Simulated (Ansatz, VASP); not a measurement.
One calculation of Mo, two programs

```
CELL_PARAMETERS angstrom
-1.58381 1.58381 1.58381
1.58381 -1.58381 1.58381
1.58381 1.58381 -1.58381
ATOMIC_POSITIONS crystal
Mo 0.00000 0.00000 0.00000
```

Alike in both runs: task single point; functional r2SCAN; k mesh 8 × 8 × 8; occupations gaussian, width 0.1 eV; no spin polarisation.

```csv
,VASP,Ansatz
version,VASP 6.6.1,Ansatz 0.2.0
potentials or method,"VASP PAW PBE potentials, release 64 (Mo_sv), cutoff 520 eV","scalar-relativistic, plane waves, PAW"
valence electrons in the cell,14,14
```

Ansatz gave:

```
gap on the k mesh at the Fermi level (eV) : none
pressure (GPa)                            : -3.2
```

Task: What did VASP give for the same quantities?

Result: gap on the k mesh at the Fermi level (eV): none; pressure (GPa): -2.1.

VASP's potentials were made for PBE, not for r2SCAN. A gap of «none» marks a metal or a gap that the smearing closes. With one functional, cell and mesh, what is left measures potentials, basis and numerics.
